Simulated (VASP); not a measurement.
# Si2W (P6_222) in VASP: a series of runs

The runs below take Si2W through single point, with LDA+U.

Everything below comes from runs of VASP 6.6.1. Logs are shortened: lines on timing, memory, paths and dates and some standing lists are left out, and cuts for length are marked.

## (1) The cell of the first run

The structure is hexagonal, space group P6_222 (No. 180). The conventional cell has a = 4.617 Å, b = 4.617 Å, c = 6.653 Å, α = 90.00°, β = 90.00°, γ = 120.00°. W (site symmetry 222) has 10 Si at 2.59 to 2.69 Å and 4 W at 3.20 Å within 3.4 Å. Within 3.4 Å of Si (site symmetry 2) lie 9 Si at 2.57 to 3.23 Å and 5 W at 2.59 to 2.69 Å.

## (2) Single point, LDA+U

INCAR

```
SYSTEM = Si2W
PREC = Accurate
ENCUT = 520
EDIFF = 1E-7
ISMEAR = -1
SIGMA = 0.05
LREAL = .FALSE.
LASPH = .TRUE.
NELM = 150
ALGO = Normal
ISIF = 2
LWAVE = .FALSE.
LCHARG = .FALSE.
LMAXMIX = 4
LDAU = .TRUE.
LDAUTYPE = 2
LDAUL = 2 -1
LDAUU = 2 0
LDAUJ = 0 0
LDAUPRINT = 1
NBANDS = 43
```

KPOINTS

```
regular mesh
0
G
  5 5 3
  0 0 0
```

POSCAR

```
Si2W
1.0
    4.6168523821      0.0000000000      0.0000000000
   -2.3084261911      3.9983114484      0.0000000000
    0.0000000000      0.0000000000      6.6532220000
W Si
3 6
Direct
    0.5000000000      0.0000000000      0.5000000000
    0.5000000000      0.5000000000      0.8333333333
    0.0000000000      0.5000000000      0.1666666667
    0.3272520000      0.1636260000      0.1666666667
    0.8363740000      0.1636260000      0.8333333333
    0.1636260000      0.3272520000      0.5000000000
    0.6727480000      0.8363740000      0.1666666667
    0.1636260000      0.8363740000      0.8333333333
    0.8363740000      0.6727480000      0.5000000000
```

Potentials or basis: VASP PAW LDA potentials, release 64 (W_sv, Si).

On the command line:

```bash
cat potpaw_LDA.64/W_sv/POTCAR potpaw_LDA.64/Si/POTCAR > POTCAR
mpirun -np 1 vasp_std > vasp.out
```

OUTCAR:

```text
SYSTEM = Si2W
   PREC = Accurate
   ENCUT = 520
   EDIFF = 1E-7
   ISMEAR = -1
   LREAL = .FALSE.
   LASPH = .TRUE.
   NELM = 150
   ISIF = 2

 ion  position               nearest neighbor table
   1  0.500  0.000  0.500-   5 2.59   8 2.59   7 2.59   4 2.59   6 2.65   9 2.65   9 2.65   6 2.65
                             6 2.69   9 2.69   3 3.20   3 3.20   2 3.20   2 3.20
   2  0.500  0.500  0.833-   6 2.59   9 2.59   7 2.59   4 2.59   8 2.65   5 2.65   8 2.65   5 2.65
                             8 2.69   5 2.69   1 3.20   1 3.20   3 3.20   3 3.20
   3  0.000  0.500  0.167-   6 2.59   9 2.59   8 2.59   5 2.59   4 2.65   7 2.65   7 2.65   4 2.65
                             7 2.69   4 2.69   1 3.20   1 3.20   2 3.20   2 3.20
   4  0.327  0.164  0.167-   6 2.57   8 2.57   1 2.59   2 2.59   7 2.62   3 2.65   3 2.65   3 2.69
                             7 2.69   7 2.69
   5  0.836  0.164  0.833-   6 2.57   7 2.57   1 2.59   3 2.59   8 2.62   2 2.65   2 2.65   2 2.69
                             8 2.69   8 2.69
   6  0.164  0.327  0.500-   5 2.57   4 2.57   2 2.59   3 2.59   9 2.62   1 2.65   1 2.65   1 2.69
                             9 2.69   9 2.69
   7  0.673  0.836  0.167-   9 2.57   5 2.57   1 2.59   2 2.59   4 2.62   3 2.65   3 2.65   3 2.69
                             4 2.69   4 2.69
   8  0.164  0.836  0.833-   9 2.57   4 2.57   1 2.59   3 2.59   5 2.62   2 2.65   2 2.65   2 2.69
                             5 2.69   5 2.69
   9  0.836  0.673  0.500-   8 2.57   7 2.57   2 2.59   3 2.59   6 2.62   1 2.65   1 2.65   1 2.69
                             6 2.69   6 2.69

  LATTYP: Found a hexagonal cell.
 ALAT       =     4.6168523821
 C/A-ratio  =     1.4410731488

  Lattice vectors:

 A1 = (   4.6168523821,   0.0000000000,   0.0000000000)
 A2 = (  -2.3084261911,   3.9983114484,   0.0000000000)
 A3 = (   0.0000000000,   0.0000000000,   6.6532220000)

Analysis of symmetry for initial positions (statically):
=====================================================================
 Subroutine PRICEL returns:
 Original cell was already a primitive cell.

 Routine SETGRP: Setting up the symmetry group for a
 hexagonal supercell.

 Subroutine GETGRP returns: Found 12 space group operations
 (whereof  4 operations were pure point group operations)
 out of a pool of 24 trial point group operations.

The static configuration has the point symmetry D_2 .
 The point group associated with its full space group is D_6 .

Analysis of symmetry for dynamics (positions and initial velocities):
=====================================================================
 Subroutine PRICEL returns:
 Original cell was already a primitive cell.

 Routine SETGRP: Setting up the symmetry group for a
 hexagonal supercell.

 Subroutine GETGRP returns: Found 12 space group operations
 (whereof  4 operations were pure point group operations)
 out of a pool of 24 trial point group operations.

The dynamic configuration has the point symmetry D_2 .
 The point group associated with its full space group is D_6 .

 Subroutine INISYM returns: Found 12 space group operations
 (whereof  4 operations are pure point group operations),
 and found     1 'primitive' translations

----------------------------------------------------------------------------------------

                                     Primitive cell

  volume of cell :     122.8159

  direct lattice vectors                    reciprocal lattice vectors
     4.616852382  0.000000000  0.000000000     0.216597785  0.125052790  0.000000000
    -2.308426191  3.998311448  0.000000000     0.000000000  0.250105579  0.000000000
     0.000000000  0.000000000  6.653222000     0.000000000  0.000000000  0.150303116

  length of vectors
     4.616852382  4.616852382  6.653222000     0.250105579  0.250105579  0.150303116

  position of ions in fractional coordinates (direct lattice)
     0.500000000  0.000000000  0.500000000
     0.500000000  0.500000000  0.833333333
     0.000000000  0.500000000  0.166666667
     0.327252000  0.163626000  0.166666667
     0.836374000  0.163626000  0.833333333
     0.163626000  0.327252000  0.500000000
     0.672748000  0.836374000  0.166666667
     0.163626000  0.836374000  0.833333333
     0.836374000  0.672748000  0.500000000

  ion indices of the primitive-cell ions
   primitive index   ion index
                 1           1
                 2           2
                 3           3
                 4           4
                 5           5
                 6           6
                 7           7
                 8           8
                 9           9

----------------------------------------------------------------------------------------

 KPOINTS: regular mesh

Automatic generation of k-mesh.
 Grid dimensions read from file:
 generate k-points for:    5    5    3

 Generating k-lattice:

  Cartesian coordinates                     Fractional coordinates (reciprocal lattice)
     0.043319557  0.025010558  0.000000000     0.200000000  0.000000000  0.000000000
     0.000000000  0.050021116  0.000000000     0.000000000  0.200000000  0.000000000
     0.000000000  0.000000000  0.050101039     0.000000000  0.000000000  0.333333333

  Length of vectors
     0.050021116  0.050021116  0.050101039

  Shift w.r.t. Gamma in fractional coordinates (k-lattice)
     0.000000000  0.000000000  0.000000000

 Subroutine IBZKPT returns following result:
 ===========================================

 Found     10 irreducible k-points:

 Following reciprocal coordinates:
            Coordinates               Weight
  0.000000  0.000000  0.000000      1.000000
  0.200000  0.000000  0.000000      6.000000
  0.400000  0.000000  0.000000      6.000000
  0.200000  0.200000  0.000000      6.000000
  0.400000  0.200000  0.000000      6.000000
  0.000000  0.000000  0.333333      2.000000
  0.200000  0.000000  0.333333     12.000000
  0.400000  0.000000  0.333333     12.000000
  0.200000  0.200000  0.333333     12.000000
  0.400000  0.200000  0.333333     12.000000
   k-points           NKPTS =     10   k-points in BZ     NKDIM =     10   number of bands    NBANDS=     43
   number of dos      NEDOS =    301   number of ions     NIONS =      9
   total plane-waves  NPLWV =  64800
   dimension x,y,z NGX =    36 NGY =   36 NGZ =   50
   dimension x,y,z NGXF=    72 NGYF=   72 NGZF=  100
   ions per type =               3   6
   NGX,Y,Z   is equivalent  to a cutoff of  12.96, 12.96, 12.49 a.u.
   NGXF,Y,Z  is equivalent  to a cutoff of  25.93, 25.93, 24.99 a.u.
 SYSTEM =  Si2W
   PREC   = accura    normal or accurate (medium, high low for compatibility)
   ISTART =      0    job   : 0-new  1-cont  2-samecut
   ICHARG =      2    charge: 1-file 2-atom 10-const
   ISPIN  =      1    spin polarized calculation?
   LNONCOLLINEAR =      F non collinear calculations
   LSORBIT =      F    spin-orbit coupling
   LASPH  =      T    aspherical Exc in radial PAW
   ENCUT  =  520.0 eV  38.22 Ry    6.18 a.u.   8.58  8.58 12.37*2*pi/ulx,y,z
   NELM   =    150;   NELMIN=  2; NELMDL= -5     # of ELM steps
   EDIFF  = 0.1E-06   stopping-criterion for ELM
   LREAL  =      F    real-space projection
   EDIFFG = 0.1E-05   stopping-criterion for IOM
   NSW    =      0    number of steps for IOM
   IBRION =     -1    ionic relax: 0-MD 1-quasi-New 2-CG
   NFREE  =      0    steps in history (QN), initial steepest desc. (CG)
   ISIF   =      2    stress and relaxation
   ISYM   =      2    0-nonsym 1-usesym 2-fastsym
   POTIM  = 0.5000    time-step for ionic-motion
   TEBEG  =    0.0;   TEEND  =   0.0 temperature during run
   PSTRESS=    0.0 pullay stress
   NELECT =      66.0000    total number of electrons
   NUPDOWN=      -1.0000    fix difference up-down
   EMIN   =  10.00;   EMAX   =-10.00  energy-range for DOS
   EFERMI =   0.00;   METHOD = LEGACY
   ISMEAR =    -1;   SIGMA  =   0.05  broadening in eV -4-tet -1-fermi 0-gaus
   EFERMI_NEDOS =   21; number of points for ismear=-14 and -15
   IALGO  =     38    algorithm
   IMIX   =      4    mixing-type and parameters
     AMIX     =   0.40;   BMIX     =  1.00
     AMIX_MAG =   1.60;   BMIX_MAG =  1.00
  volume/ion in A,a.u.               =      13.65        92.09
  Fermi-wavevector in a.u.,A,eV,Ry     =   1.330979  2.515186 24.102797  1.771506
  Thomas-Fermi vector in A             =   2.460025
   LORBIT       =      0    0 simple, 1 ext, 2 COOP (PROOUT), +10 PAW based schemes
 LDA+U is selected, type is set to LDAUTYPE =  2
   angular momentum for each species LDAUL =     2   -1
   U (eV)           for each species LDAUU =   2.0  0.0
   J (eV)           for each species LDAUJ =   0.0  0.0
   GGA     = CA    functional components
   LHFCALC =     F    Hartree Fock is set to
   AEXX    =    0.0000 exact exchange contribution
   IVDW    =     0    specifies the selected vdW correction
   LEPSILON=     F    determine dielectric tensor
   LRPA    =     F    only Hartree local field effects (RPA)
 non-spin polarized calculation
  energy-cutoff  :      520.00
  volume of cell :      122.82
 maximum number of plane-waves:      3343
 NGX is ok and might be reduce to    36
   NGX = 17   NGY = 17   NGZ = 25

atom =   1  type =  1  l = 2

 onsite density matrix

spin component  1

  0.3776  0.0000  0.0000  0.0000  0.0000
  0.0000  0.2917 -0.0000 -0.0000  0.0000
  0.0000 -0.0000  0.4168  0.0000  0.0418
  0.0000 -0.0000  0.0000  0.3860 -0.0000
  0.0000  0.0000  0.0418 -0.0000  0.3570
[... 77 lines left out ...]
  o =  0.2917  v =  0.0000  0.5000  0.0000  0.8660 -0.0000  0.0000  0.0000  0.0000  0.0000  0.0000      0.0000  0.0000  0.0000  0.0000  0.0000  0.0000  0.0000  0.0000  0.0000  0.0000
  o =  0.2917  v =  0.0000  0.0000  0.0000  0.0000  0.0000  0.0000  0.5000  0.0000  0.8660 -0.0000      0.0000  0.0000  0.0000  0.0000  0.0000  0.0000  0.0000  0.0000  0.0000  0.0000
  o =  0.3354  v =  0.7701  0.0000  0.4574 -0.0000  0.4446  0.0000  0.0000  0.0000  0.0000  0.0000      0.0000  0.0000  0.0000  0.0000  0.0000  0.0000  0.0000  0.0000  0.0000  0.0000
  o =  0.3354  v =  0.0000  0.0000  0.0000  0.0000  0.0000  0.7701  0.0000  0.4574 -0.0000  0.4446      0.0000  0.0000  0.0000  0.0000  0.0000  0.0000  0.0000  0.0000  0.0000  0.0000
  o =  0.3776  v = -0.5000  0.0000  0.0000 -0.0000  0.8660  0.0000  0.0000  0.0000  0.0000  0.0000      0.0000  0.0000  0.0000  0.0000  0.0000  0.0000  0.0000  0.0000  0.0000  0.0000
  o =  0.3776  v =  0.0000  0.0000  0.0000  0.0000  0.0000 -0.5000  0.0000  0.0000 -0.0000  0.8660      0.0000  0.0000  0.0000  0.0000  0.0000  0.0000  0.0000  0.0000  0.0000  0.0000
  o =  0.3860  v =  0.0000 -0.8660 -0.0000  0.5000  0.0000  0.0000  0.0000  0.0000  0.0000  0.0000      0.0000  0.0000  0.0000  0.0000  0.0000  0.0000  0.0000  0.0000  0.0000  0.0000
  o =  0.3860  v =  0.0000  0.0000  0.0000  0.0000  0.0000  0.0000 -0.8660 -0.0000  0.5000  0.0000      0.0000  0.0000  0.0000  0.0000  0.0000  0.0000  0.0000  0.0000  0.0000  0.0000
  o =  0.4383  v =  0.0000  0.0000  0.0000  0.0000  0.0000  0.3962  0.0000 -0.8892  0.0000  0.2287      0.0000  0.0000  0.0000  0.0000  0.0000  0.0000  0.0000  0.0000  0.0000  0.0000
  o =  0.4383  v =  0.3962  0.0000 -0.8892  0.0000  0.2287  0.0000  0.0000  0.0000  0.0000  0.0000      0.0000  0.0000  0.0000  0.0000  0.0000  0.0000  0.0000  0.0000  0.0000  0.0000

 number of electron      66.0000007 magnetization

 Free energy of the ion-electron system (eV)
  ---------------------------------------------------
  ext. energy  EPLUGINS =         0.00000000
  ---------------------------------------------------
  free energy    TOTEN  =       -74.45072070 eV

  energy without entropy =      -74.44988425  energy(sigma->0) =      -74.45030247

 E-fermi :  12.2428     XC(G=0): -12.5909

 val. band max:       12.0551954837   @ k =   0.0000   0.0000   0.3333
 cond. band min:      12.4815114519   @ k =   0.2000   0.2000   0.0000
 fundamental gap:      0.4263159682
 Fermi energy:        12.2427999177

 k-point     1 :       0.0000    0.0000    0.0000
  band No.  band energies     occupation
      1     -61.7824      2.00000
      2     -61.7702      2.00000
      3     -61.7702      2.00000
      4     -26.3910      2.00000
      5     -26.3832      2.00000
      6     -26.3832      2.00000
[... 449 lines left out ...]
     42      15.0439      0.00000
     43      15.7077      0.00000

------------------------ aborting loop because EDIFF is reached ----------------------------------------

  FORCE on cell =-STRESS in cart. coord.  units (eV):
  Direction    XX          YY          ZZ          XY          YZ          ZX
  --------------------------------------------------------------------------------------
  -------------------------------------------------------------------------------------
  Total       -5.1574877     -5.1574877     -5.7236700      0.0000000      0.0000000      0.0000000
  in kB      -67.2812670    -67.2812670    -74.6673172      0.0000000      0.0000000      0.0000000
  external PRESSURE =     -69.7432837 kB  Pullay stress =       0.0000000 kB

 VOLUME and BASIS-vectors are now :
 -----------------------------------------------------------------------------
  energy-cutoff  :      520.00
  volume of cell :      122.82
      direct lattice vectors                 reciprocal lattice vectors
     4.616852382  0.000000000  0.000000000     0.216597785  0.125052790  0.000000000
    -2.308426191  3.998311448  0.000000000     0.000000000  0.250105579  0.000000000
     0.000000000  0.000000000  6.653222000     0.000000000  0.000000000  0.150303116

 POSITION                                       TOTAL-FORCE (eV/Angst)
 -----------------------------------------------------------------------------------
      2.30843      0.00000      3.32661         0.000000      0.000000     -0.000000
      1.15421      1.99916      5.54435         0.000000     -0.000000     -0.000000
     -1.15421      1.99916      1.10887         0.000000      0.000000      0.000000
      1.13316      0.65423      1.10887         0.022055      0.012734     -0.000000
      3.48370      0.65423      5.54435        -0.022055      0.012734      0.000000
     -0.00000      1.30846      3.32661        -0.000000      0.025467     -0.000000
      1.17527      3.34408      1.10887        -0.022055     -0.012734     -0.000000
     -1.17527      3.34408      5.54435         0.022055     -0.012734      0.000000
      2.30843      2.68986      3.32661         0.000000     -0.025467     -0.000000
 -----------------------------------------------------------------------------------
    total drift:                               -0.000000     -0.000000      0.000000

  FREE ENERGIE OF THE ION-ELECTRON SYSTEM (eV)
  ---------------------------------------------------
  free  energy   TOTEN  =       -74.4507207003 eV

  energy  without entropy=      -74.4498842490  energy(sigma->0) =      -74.45030247
```

It took 1.8 min on 1 thread of Intel Xeon Platinum 8259CL at 2.50GHz (Skylake/Cascade Lake), shared host; peak memory 0.21 GiB.

Results:

* Free energy: -74.4507 eV
* Pressure: -7.0 GPa
* Largest force: 0.025 eV/Å
* Band gap on the k mesh: 0.43 eV, indirect (least direct gap 0.97 eV)

Forces on the atoms (eV/Å):
```
W    0.000  0.000  0.000
W    0.000  0.000  0.000
W    0.000  0.000  0.000
Si   0.022  0.013  0.000
Si  -0.022  0.013  0.000
Si   0.000  0.025  0.000
Si  -0.022 -0.013  0.000
Si   0.022 -0.013  0.000
Si   0.000 -0.025  0.000
```

Levels at points of the mesh, in eV from the valence-band top:
| k point | band 30 | band 31 | band 32 | band 33 | band 34 | band 35 | band 36 | band 37 |
| --- | --- | --- | --- | --- | --- | --- | --- | --- |
| (0.00, 0.00, 0.00) | -3.05 | -2.69 | -2.27 | -0.68 | 2.50 | 2.50 | 2.54 | 2.64 |

Eigenvalues of the final occupation matrices:
```csv
site,spin,trace,eigenvalues
site 1 d,1,1.83,0.29 0.34 0.38 0.39 0.44
site 1 d,2,1.83,0.29 0.34 0.38 0.39 0.44
site 2 d,1,1.83,0.29 0.34 0.38 0.39 0.44
site 2 d,2,1.83,0.29 0.34 0.38 0.39 0.44
site 3 d,1,1.83,0.29 0.34 0.38 0.39 0.44
site 3 d,2,1.83,0.29 0.34 0.38 0.39 0.44
```

Caveat: spin-orbit coupling is left out, which moves the levels of the heavy elements; the U is typed as a test and isn't derived for this compound.

## (3) Single point, LDA+U

INCAR

```
PREC = Accurate ; ENCUT = 520
EDIFF = 1E-6 ; ISMEAR = -1
SIGMA = 0.05 ; LREAL = False
LASPH = True ; NELM = 150
ALGO = Normal ; ISIF = 2
LWAVE = False ; LCHARG = True
LMAXMIX = 4 ; LDAU = True
LDAUTYPE = 2 ; LDAUL = 2 -1
LDAUU = 3 0 ; LDAUJ = 0 0
LDAUPRINT = 1 ; LELF = True
LVHAR = True ; NBANDS = 43
```

KPOINTS

```
Automatic mesh
0
Gamma
  5 5 3
```

POSCAR is that of step 2.

Potentials or basis: VASP PAW LDA potentials, release 64 (W_sv, Si).

On the command line:

```bash
cat potpaw_LDA.64/W_sv/POTCAR potpaw_LDA.64/Si/POTCAR > POTCAR
mpirun -np 1 vasp_std > vasp.out
```

It took 1.7 min on 1 thread of Intel Xeon Platinum 8259CL at 2.50GHz (Skylake/Cascade Lake), shared host; peak memory 0.21 GiB.

Results (log left out):

```
Free energy            : -71.0147 eV
Pressure               : -6.1 GPa
Largest force          : 0.006 eV/Å
Band gap on the k mesh : 0.45 eV, indirect (least direct gap 1.02 eV)
```

Forces on the atoms (eV/Å):
```
W    0.000  0.000  0.000
W    0.000  0.000  0.000
W    0.000  0.000  0.000
Si   0.006  0.003  0.000
Si  -0.006  0.003  0.000
Si   0.000  0.006  0.000
Si  -0.006 -0.003  0.000
Si   0.006 -0.003  0.000
Si   0.000 -0.006  0.000
```

Stress tensor (GPa, compression positive):
```
-5.84  0.00  0.00
 0.00 -5.84  0.00
 0.00  0.00 -6.63
```

Levels at points of the mesh, in eV from the valence-band top:
| k point | band 30 | band 31 | band 32 | band 33 | band 34 | band 35 | band 36 | band 37 |
| --- | --- | --- | --- | --- | --- | --- | --- | --- |
| (0.00, 0.00, 0.00) | -3.03 | -2.68 | -2.28 | -0.69 | 2.49 | 2.49 | 2.55 | 2.73 |

Eigenvalues of the final occupation matrices:
```
    site  spin  trace               eigenvalues
site 1 d     1   1.82  0.28 0.33 0.38 0.38 0.44
site 1 d     2   1.82  0.28 0.33 0.38 0.38 0.44
site 2 d     1   1.82  0.28 0.33 0.38 0.38 0.44
site 2 d     2   1.82  0.28 0.33 0.38 0.38 0.44
site 3 d     1   1.82  0.28 0.33 0.38 0.38 0.44
site 3 d     2   1.82  0.28 0.33 0.38 0.38 0.44
```

Caveat: spin-orbit coupling is left out, which moves the levels of the heavy elements; the U is typed as a test and isn't derived for this compound. A k mesh can miss the band edges.

(Part 1 of 2 ends here.)
